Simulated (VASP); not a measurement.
# Si9C8 (a cell with a defect) in VASP: further runs

Runs on Si9C8 (a cell with a defect). Level: r2SCAN+D3(BJ). Tasks: single point.

Everything below comes from runs of VASP 6.6.1. Logs are shortened: lines on timing, memory, paths and dates and some standing lists are left out, and cuts for length are marked.

### Step 1. The cell of the first run

The cell holds a defect, 17 atoms: a = 6.157 Å, b = 6.157 Å, c = 6.157 Å, α = 60.00°, β = 60.00°, γ = 60.00°.

### Step 2. Single point, r2SCAN+D3(BJ)

Input file POSCAR:

```
Si9C8
1.0
    0.0000000000      4.3539930000      4.3539930000
    4.3539930000      0.0000000000      4.3539930000
    4.3539930000      4.3539930000      0.0000000000
Si C
9 8
Direct
    0.1230020351      0.1635395372      0.1260337350
    0.1599795866      0.1022854194      0.6207520315
    0.1713714285      0.5414684865      0.1292491743
    0.1319478465      0.6316500739      0.6196840463
    0.6026651857      0.1415711968      0.0957282200
    0.6161929980      0.1438909066      0.6319945852
    0.6014938471      0.6514020578      0.1339000775
    0.5805590409      0.6093601896      0.6612895335
    0.8745879931      0.8897005576      0.3709583364
    0.0179834924     -0.0372072256      0.0176160136
    0.0029742813      0.0208659040      0.4920425917
   -0.0226803304      0.5277799023     -0.0185691617
    0.0036862714      0.5179957800      0.4895391426
    0.4824192414      0.0054317956     -0.0105305636
    0.5166062509     -0.0197979188      0.4876213627
    0.5247711698      0.4875639442      0.0159508754
    0.4908368020      0.5011491750      0.4993347486
```

Input file INCAR.step1:

```
SYSTEM = Si9C8
PREC = Accurate
ENCUT = 520
ISMEAR = -1
SIGMA = 0.02
LREAL = Auto
LASPH = .True.
NELM = 100
NBANDS = 48
GGA = PE
ALGO = Normal
EDIFF = 1E-4
LWAVE = .True.
LCHARG = .False.
```

Input file INCAR.step2:

```
SYSTEM = Si9C8
PREC = Accurate
ENCUT = 520
EDIFF = 1E-6
ISMEAR = -1
SIGMA = 0.02
LREAL = Auto
LASPH = .True.
NELM = 100
ALGO = Normal
ISIF = 2
LWAVE = .False.
LCHARG = .True.
METAGGA = R2SCAN
LMIXTAU = .True.
IVDW = 12
VDW_S6 = 1.0
VDW_S8 = 0.78981345
VDW_A1 = 0.49484001
VDW_A2 = 5.73083694
LELF = .True.
LVHAR = .True.
NBANDS = 48
ISTART = 1
```

Input file KPOINTS:

```
regular mesh
0
Gamma
  2 2 2
  0 0 0
```

Potentials or basis: VASP PAW PBE potentials, release 64 (Si, C).

On the command line:

```sh
cat potpaw_PBE.64/Si/POTCAR potpaw_PBE.64/C/POTCAR > POTCAR
cp INCAR.step1 INCAR
mpirun -np 1 vasp_std > vasp.out
cp INCAR.step2 INCAR
mpirun -np 1 vasp_std > vasp.out
```

OUTCAR:

```text
SYSTEM = Si9C8
   PREC = Accurate
   ENCUT = 520
   EDIFF = 1E-6
   ISMEAR = -1
   LREAL = Auto
   LASPH = .True.
   NELM = 100
   ISIF = 2
   METAGGA = R2SCAN
   IVDW = 12
   ISTART = 1
 IVDW          = 12

 ion  position               nearest neighbor table
   1  0.123  0.164  0.126-  14 1.83  11 1.84  12 1.85  10 2.11   9 2.28   3 2.50   5 2.80   2 2.99
                             4 3.01   6 3.04   7 3.05   7 3.11   6 3.12
   2  0.160  0.102  0.621-  15 1.80  11 1.86  10 2.00  13 2.09   8 2.83   3 2.88   6 2.98   1 2.99
                             4 2.99   5 3.00
   3  0.171  0.541  0.129-  16 1.82  12 1.88  13 1.88  10 2.12   1 2.50   5 2.57   9 2.59   8 2.72
                             2 2.88   4 3.02   7 3.06
   4  0.132  0.632  0.620-  17 1.81  12 1.83  13 1.87  11 1.96   9 2.20   8 2.83   7 2.94   2 2.99
                             6 2.99   1 3.01   3 3.02
   5  0.603  0.142  0.096-  16 1.78  14 1.83  15 1.99  10 2.11   9 2.39   3 2.57   8 2.78   1 2.80
                             6 2.81   7 2.91   2 3.00
   6  0.616  0.144  0.632-  17 1.80  14 1.81  11 1.95  15 2.06   9 2.24   5 2.81   8 2.85   2 2.98
                             4 2.99   1 3.04   7 3.06   7 3.10   1 3.12
   7  0.601  0.651  0.134-  14 1.79  16 1.82  17 1.84  12 1.90   5 2.91   4 2.94   1 3.05   3 3.06
                             6 3.06   8 3.07   6 3.10   1 3.11   8 3.12
   8  0.581  0.609  0.661-  16 1.82  17 1.82  15 1.90  13 2.14   9 2.50   3 2.72   5 2.78   4 2.83
                             2 2.83   6 2.85   7 3.07   7 3.12
   9  0.875  0.890  0.371-  10 1.79  15 1.81  13 1.87  11 1.91   4 2.20   6 2.24   1 2.28   5 2.39
                             8 2.50   3 2.59
  10  0.018  0.963  0.018-   9 1.79   2 2.00   1 2.11   5 2.11   3 2.12
  11  0.003  0.021  0.492-   1 1.84   2 1.86   9 1.91   6 1.95   4 1.96
  12  0.977  0.528  0.981-   4 1.83   1 1.85   3 1.88   7 1.90
  13  0.004  0.518  0.490-   9 1.87   4 1.87   3 1.88   2 2.09   8 2.14
  14  0.482  0.005  0.989-   7 1.79   6 1.81   5 1.83   1 1.83
  15  0.517  0.980  0.488-   2 1.80   9 1.81   8 1.90   5 1.99   6 2.06
  16  0.525  0.488  0.016-   5 1.78   8 1.82   7 1.82   3 1.82
  17  0.491  0.501  0.499-   6 1.80   4 1.81   8 1.82   7 1.84

  LATTYP: Found a face centered cubic cell.
 ALAT       =     8.7079860000

  Lattice vectors:

 A1 = (   0.0000000000,   4.3539930000,   4.3539930000)
 A2 = (   4.3539930000,   0.0000000000,   4.3539930000)
 A3 = (   4.3539930000,   4.3539930000,   0.0000000000)

Analysis of symmetry for initial positions (statically):
=====================================================================
 Subroutine PRICEL returns:
 Original cell was already a primitive cell.

 Routine SETGRP: Setting up the symmetry group for a
 face centered cubic supercell.

 Subroutine GETGRP returns: Found  1 space group operations
 (whereof  1 operations were pure point group operations)
 out of a pool of 48 trial point group operations.

The static configuration has the point symmetry C_1 .

Analysis of symmetry for dynamics (positions and initial velocities):
=====================================================================
 Subroutine PRICEL returns:
 Original cell was already a primitive cell.

 Routine SETGRP: Setting up the symmetry group for a
 face centered cubic supercell.

 Subroutine GETGRP returns: Found  1 space group operations
 (whereof  1 operations were pure point group operations)
 out of a pool of 48 trial point group operations.

The dynamic configuration has the point symmetry C_1 .

 Subroutine INISYM returns: Found  1 space group operations
 (whereof  1 operations are pure point group operations),
 and found     1 'primitive' translations

----------------------------------------------------------------------------------------

                                     Primitive cell

  volume of cell :     165.0795

  direct lattice vectors                    reciprocal lattice vectors
     0.000000000  4.353993000  4.353993000    -0.114837116  0.114837116  0.114837116
     4.353993000  0.000000000  4.353993000     0.114837116 -0.114837116  0.114837116
     4.353993000  4.353993000  0.000000000     0.114837116  0.114837116 -0.114837116

  length of vectors
     6.157475951  6.157475951  6.157475951     0.198903720  0.198903720  0.198903720

  position of ions in fractional coordinates (direct lattice)
     0.123002035  0.163539537  0.126033735
     0.159979587  0.102285419  0.620752031
     0.171371429  0.541468487  0.129249174
     0.131947846  0.631650074  0.619684046
     0.602665186  0.141571197  0.095728220
     0.616192998  0.143890907  0.631994585
[... 9 lines left out ...]
     0.524771170  0.487563944  0.015950875
     0.490836802  0.501149175  0.499334749

  ion indices of the primitive-cell ions
   primitive index   ion index
                 1           1
                 2           2
                 3           3
                 4           4
                 5           5
                 6           6
[... 9 lines left out ...]
                16          16
                17          17

----------------------------------------------------------------------------------------

 KPOINTS: regular mesh

Automatic generation of k-mesh.
 Grid dimensions read from file:
 generate k-points for:    2    2    2

 Generating k-lattice:

  Cartesian coordinates                     Fractional coordinates (reciprocal lattice)
    -0.057418558  0.057418558  0.057418558     0.500000000  0.000000000  0.000000000
     0.057418558 -0.057418558  0.057418558     0.000000000  0.500000000  0.000000000
     0.057418558  0.057418558 -0.057418558     0.000000000  0.000000000  0.500000000

  Length of vectors
     0.099451860  0.099451860  0.099451860

  Shift w.r.t. Gamma in fractional coordinates (k-lattice)
     0.000000000  0.000000000  0.000000000

 Subroutine IBZKPT returns following result:
 ===========================================

 Found      8 irreducible k-points:

 Following reciprocal coordinates:
            Coordinates               Weight
  0.000000  0.000000  0.000000      1.000000
  0.500000  0.000000  0.000000      1.000000
  0.000000  0.500000  0.000000      1.000000
  0.000000  0.000000  0.500000      1.000000
  0.500000  0.500000  0.500000      1.000000
  0.500000  0.500000  0.000000      1.000000
  0.000000  0.500000  0.500000      1.000000
  0.500000  0.000000  0.500000      1.000000
   k-points           NKPTS =      8   k-points in BZ     NKDIM =      8   number of bands    NBANDS=     48
   number of dos      NEDOS =    301   number of ions     NIONS =     17
   total plane-waves  NPLWV = 110592
   dimension x,y,z NGX =    48 NGY =   48 NGZ =   48
   dimension x,y,z NGXF=    96 NGYF=   96 NGZF=   96
   ions per type =               9   8
   NGX,Y,Z   is equivalent  to a cutoff of  12.96, 12.96, 12.96 a.u.
   NGXF,Y,Z  is equivalent  to a cutoff of  25.92, 25.92, 25.92 a.u.
 SYSTEM =  Si9C8
   PREC   = accura    normal or accurate (medium, high low for compatibility)
   ISTART =      1    job   : 0-new  1-cont  2-samecut
   ICHARG =      0    charge: 1-file 2-atom 10-const
   ISPIN  =      1    spin polarized calculation?
   LNONCOLLINEAR =      F non collinear calculations
   LSORBIT =      F    spin-orbit coupling
   LASPH  =      T    aspherical Exc in radial PAW
   ENCUT  =  520.0 eV  38.22 Ry    6.18 a.u.  11.45 11.45 11.45*2*pi/ulx,y,z
   NELM   =    100;   NELMIN=  2; NELMDL=  0     # of ELM steps
   EDIFF  = 0.1E-05   stopping-criterion for ELM
   LREAL  =      T    real-space projection
   EDIFFG = 0.1E-04   stopping-criterion for IOM
   NSW    =      0    number of steps for IOM
   IBRION =     -1    ionic relax: 0-MD 1-quasi-New 2-CG
   NFREE  =      0    steps in history (QN), initial steepest desc. (CG)
   ISIF   =      2    stress and relaxation
   ISYM   =      2    0-nonsym 1-usesym 2-fastsym
   POTIM  = 0.5000    time-step for ionic-motion
   TEBEG  =    0.0;   TEEND  =   0.0 temperature during run
   PSTRESS=    0.0 pullay stress
   NELECT =      68.0000    total number of electrons
   NUPDOWN=      -1.0000    fix difference up-down
   EMIN   =  10.00;   EMAX   =-10.00  energy-range for DOS
   EFERMI =   0.00;   METHOD = LEGACY
   ISMEAR =    -1;   SIGMA  =   0.02  broadening in eV -4-tet -1-fermi 0-gaus
   EFERMI_NEDOS =   21; number of points for ismear=-14 and -15
   IALGO  =     38    algorithm
   IMIX   =      4    mixing-type and parameters
     AMIX     =   0.40;   BMIX     =  1.00
     AMIX_MAG =   1.60;   BMIX_MAG =  1.00
  volume/ion in A,a.u.               =       9.71        65.53
  Fermi-wavevector in a.u.,A,eV,Ry     =   1.218092  2.301860 20.187617  1.483748
  Thomas-Fermi vector in A             =   2.353390
   LORBIT       =      0    0 simple, 1 ext, 2 COOP (PROOUT), +10 PAW based schemes
   METAGGA = R2SCAN    functional components
   LHFCALC =     F    Hartree Fock is set to
   AEXX    =    0.0000 exact exchange contribution
   IVDW    =    12    specifies the selected vdW correction
   LEPSILON=     F    determine dielectric tensor
   LRPA    =     F    only Hartree local field effects (RPA)
 non-spin polarized calculation
  energy-cutoff  :      520.00
  volume of cell :      165.08
 maximum number of plane-waves:      4477
 NGX is ok and might be reduce to    48
   NGX = 23   NGY = 23   NGZ = 23

 number of electron      68.0000000 magnetization

 Free energy of the ion-electron system (eV)
  ---------------------------------------------------
  ext. energy  EPLUGINS =         0.00000000
  ---------------------------------------------------
  free energy    TOTEN  =      -149.82946729 eV

  energy without entropy =     -149.82239303  energy(sigma->0) =     -149.82593016

 E-fermi :  11.9280     XC(G=0): -12.3888

 val. band max:       11.9073448095   @ k =   0.5000   0.5000   0.0000
 cond. band min:      11.9609643334   @ k =   0.5000   0.0000   0.0000
 fundamental gap:      0.0536195238
 Fermi energy:        11.9280098151

 k-point     1 :       0.0000    0.0000    0.0000
  band No.  band energies     occupation
      1      -8.3527      2.00000
      2      -5.1761      2.00000
      3      -4.7261      2.00000
      4      -4.3183      2.00000
      5      -4.1820      2.00000
      6      -3.1784      2.00000
[... 38 lines left out ...]
     45      15.0499      0.00000
     46      15.1205      0.00000
[... 301 lines left out ...]
      5      -4.5906      2.00000
      6      -4.2005      2.00000
[... 38 lines left out ...]
     45      16.7928      0.00000
     46      17.2946      0.00000
 [bands above 46 left out]

------------------------ aborting loop because EDIFF is reached ----------------------------------------

 Edisp (eV)   -2.68181

 E8    (eV) :    -0.7703

  FORCE on cell =-STRESS in cart. coord.  units (eV):
  Direction    XX          YY          ZZ          XY          YZ          ZX
  --------------------------------------------------------------------------------------
  -------------------------------------------------------------------------------------
  Total      13.82055    18.56337    18.29196    -1.53933     2.02222     3.23418
  in kB     134.13518   180.16653   177.53243   -14.93994    19.62666    31.38934
  external pressure =      163.94 kB  Pullay stress =        0.00 kB

 VOLUME and BASIS-vectors are now :
 -----------------------------------------------------------------------------
  energy-cutoff  :      520.00
  volume of cell :      165.08
      direct lattice vectors                 reciprocal lattice vectors
     0.000000000  4.353993000  4.353993000    -0.114837116  0.114837116  0.114837116
     4.353993000  0.000000000  4.353993000     0.114837116 -0.114837116  0.114837116
     4.353993000  4.353993000  0.000000000     0.114837116  0.114837116 -0.114837116

 POSITION                                       TOTAL-FORCE (eV/Angst)
 -----------------------------------------------------------------------------------
      1.26080      1.08430      1.24760        -0.796480     -0.683632      2.022213
      3.14810      3.39930      1.14190         2.339640     -1.110801     -0.556286
      2.92030      1.30890      3.10370         1.942121     -1.027696     -0.557389
      5.44830      3.27260      3.32470         0.990941      1.781212     -1.181422
      1.03320      3.04080      3.24040        -0.147373      1.334204     -0.338470
      3.37820      5.43460      3.30940         0.143448      0.139400     -0.358128
[... 9 lines left out ...]
      2.19230      2.35430      4.40770        -0.445603     -1.990956      0.186556
      4.35610      4.31120      4.31910         0.335722      0.078692      0.675947
 -----------------------------------------------------------------------------------
    total drift:                               -0.010262      0.001703      0.006250

  FREE ENERGIE OF THE ION-ELECTRON SYSTEM (eV)
  ---------------------------------------------------
  free  energy   TOTEN  =      -152.5112784373 eV

  energy  without entropy=     -152.5042041805  energy(sigma->0) =     -152.50774131
```

Run time: 3.2 min. Hardware: 1 thread of Intel Xeon 6975P-C (Granite Rapids), shared host; peak memory 0.34 GiB.

Results:

| Quantity | Value |
| --- | --- |
| Free energy | -152.5113 eV |
| Pressure | 16.4 GPa |
| Largest force | 2.861 eV/Å |
| Band gap on the k mesh | zero (band 34 reaches 12.53 eV, above the bottom of band 35 at 10.60 eV) |
| Dispersion energy per atom | -0.158 eV |

Forces in eV/Å, atoms in the order of the input:
```
Si  -0.796 -0.684  2.022
Si   2.340 -1.111 -0.556
Si   1.942 -1.028 -0.557
Si   0.991  1.781 -1.181
Si  -0.147  1.334 -0.338
Si   0.143  0.139 -0.358
Si  -2.443  0.944  0.582
Si  -1.065  1.220  1.994
Si  -2.339 -1.351 -0.942
C    0.476 -1.523  0.861
C   -0.195  0.306 -1.877
C    0.215  0.914 -0.132
C    0.120  0.258 -1.808
C    0.149  0.164  0.635
C    0.720  0.547  0.794
C   -0.446 -1.991  0.187
C    0.336  0.079  0.676
```

Levels at points of the mesh, in eV from the Fermi level:
| k point | band 32 | band 33 | band 34 | band 35 | band 36 | band 37 |
| --- | --- | --- | --- | --- | --- | --- |
| (0.00, 0.00, 0.00) | -3.04 | -2.78 | -2.25 | -1.33 | -0.57 | 0.96 |
| (0.50, 0.00, 0.00) | -3.15 | -0.96 | -0.49 | 0.03 | 0.38 | 0.41 |
| (0.00, 0.50, 0.00) | -3.60 | -0.90 | -0.65 | 0.09 | 0.35 | 0.57 |
| (0.00, 0.00, 0.50) | -3.17 | -1.63 | -0.51 | -0.11 | 0.52 | 0.75 |
| (0.50, 0.50, 0.50) | -3.30 | -0.57 | -0.17 | 0.04 | 0.26 | 0.48 |
| (0.50, 0.50, 0.00) | -3.73 | -0.02 | 0.35 | 1.25 | 1.56 | 1.84 |
| (0.00, 0.50, 0.50) | -3.94 | -0.33 | 0.61 | 0.94 | 1.65 | 1.79 |
| (0.50, 0.00, 0.50) | -3.40 | -0.38 | 0.51 | 1.28 | 1.36 | 1.95 |

Caveat: the k points lie up to 0.62 Å⁻¹ apart; the PAW data sets were made with another functional, which shifts forces and pressure a little.

### Step 3. Single point, r2SCAN+D3(BJ)

Input file POSCAR:

```
Si9C8
1.0
    0.0000000000      4.3539930000      4.3539930000
    4.3539930000      0.0000000000      4.3539930000
    4.3539930000      4.3539930000      0.0000000000
Si C
9 8
Direct
    0.1370695819      0.1921684302      0.1084292051
    0.1419042245      0.1142744143      0.6382761755
    0.1606456418      0.5040775215      0.1673291620
    0.1223933984      0.6254718370      0.6462114202
    0.6070634473      0.1331306688      0.0959464106
    0.6144589576      0.1488633537      0.6293877827
    0.6210965429      0.6445922168      0.1148945347
    0.6100262449      0.6072471867      0.6503111052
    0.8880009683      0.8814093178      0.3346468403
   -0.0038929782      0.0136541331     -0.0117478370
   -0.0246555288     -0.0139756770      0.5182943565
   -0.0320051043      0.5420656395     -0.0107143029
   -0.0283877351      0.4840384447      0.5362663652
    0.4859906757      0.0100597314     -0.0231741300
    0.5330049911     -0.0008727621      0.4871620143
    0.5040315866      0.5079130812     -0.0017340405
    0.4869667912      0.5161124513      0.4884596737
```

Input file INCAR.step1:

```
SYSTEM = Si9C8
  ALGO = Normal
  EDIFF = 1E-4
  ENCUT = 520
  GGA = PE
  ISMEAR = -1
  LASPH = .True.
  LCHARG = .False.
  LREAL = Auto
  LWAVE = .True.
  NBANDS = 48
  NELM = 60
  PREC = Accurate
  SIGMA = 0.02
```

Input file INCAR.step2:

```
SYSTEM = Si9C8
  ALGO = Normal
  EDIFF = 1E-7
  ENCUT = 520
  ISIF = 2
  ISMEAR = -1
  ISTART = 1
  IVDW = 12
  LASPH = .True.
  LCHARG = .False.
  LMIXTAU = .True.
  LREAL = Auto
  LWAVE = .False.
  METAGGA = R2SCAN
  NBANDS = 48
  NELM = 60
  PREC = Accurate
  SIGMA = 0.02
  VDW_A1 = 0.49484001
  VDW_A2 = 5.73083694
  VDW_S6 = 1.0
  VDW_S8 = 0.78981345
```

Input file KPOINTS:

```
k-points
0
Gamma
  2 2 2
  0 0 0
```

Potentials or basis: VASP PAW PBE potentials, release 64 (Si, C).

On the command line:

```sh
cat potpaw_PBE.64/Si/POTCAR potpaw_PBE.64/C/POTCAR > POTCAR
cp INCAR.step1 INCAR
mpirun -np 1 vasp_std > vasp.out
cp INCAR.step2 INCAR
mpirun -np 1 vasp_std > vasp.out
```

Wall time 3.3 min (1 thread of Intel Xeon 6975P-C (Granite Rapids), shared host); peak memory 0.34 GiB.

Results (log left out):

```yaml
Free_energy: -152.9972 eV
Pressure: 19.1 GPa
Largest_force: 3.649 eV/Å
Band_gap_on_the_k_mesh: zero (band 34 reaches 12.68 eV, above the bottom of band 35 at 10.45 eV)
Dispersion_energy_per_atom: -0.158 eV
```

Forces on the atoms (eV/Å):
```
Si  -1.229  1.642 -3.018
Si  -1.551 -1.374 -0.218
Si   1.051  0.332  1.125
Si  -1.538 -0.769  0.078
Si   1.455 -0.916  1.345
Si  -0.298 -0.764  0.268
Si   0.624 -1.630 -1.812
Si  -0.272 -1.706 -0.103
Si  -1.013  2.294  0.794
C    1.703  0.865 -0.967
C   -0.696 -0.795  2.546
C   -0.046  1.637  0.316
C    0.139 -0.178  3.238
C    0.532  1.226 -0.468
C    0.026 -1.344 -2.044
C    0.469  0.541 -1.393
C    0.644  0.939  0.314
```

Stress tensor (GPa, compression positive):
```
18.10 -2.95 -2.14
-2.95 21.44 -2.60
-2.14 -2.60 17.88
```

Levels at points of the mesh, in eV from the Fermi level:
| k point | band 32 | band 33 | band 34 | band 35 | band 36 | band 37 |
| --- | --- | --- | --- | --- | --- | --- |
| (0.00, 0.00, 0.00) | -3.26 | -2.84 | -1.95 | -1.54 | -0.59 | 0.89 |
| (0.50, 0.00, 0.00) | -3.17 | -1.78 | -0.54 | 0.19 | 0.45 | 0.69 |
| (0.00, 0.50, 0.00) | -3.67 | -1.62 | -0.33 | 0.22 | 0.54 | 0.71 |
| (0.00, 0.00, 0.50) | -3.03 | -2.40 | -0.15 | 0.01 | 0.38 | 0.85 |
| (0.50, 0.50, 0.50) | -3.19 | -1.82 | -0.44 | -0.01 | 0.25 | 0.59 |
| (0.50, 0.50, 0.00) | -3.61 | -1.07 | 0.70 | 0.92 | 1.71 | 1.98 |
| (0.00, 0.50, 0.50) | -4.01 | -1.08 | 0.32 | 1.17 | 1.55 | 1.71 |
| (0.50, 0.00, 0.50) | -3.45 | -1.16 | 0.54 | 1.08 | 1.64 | 1.86 |

Caveat: the k points lie up to 0.62 Å⁻¹ apart; the PAW data sets were made with another functional, which shifts forces and pressure a little.

[end of part 1 of 2]
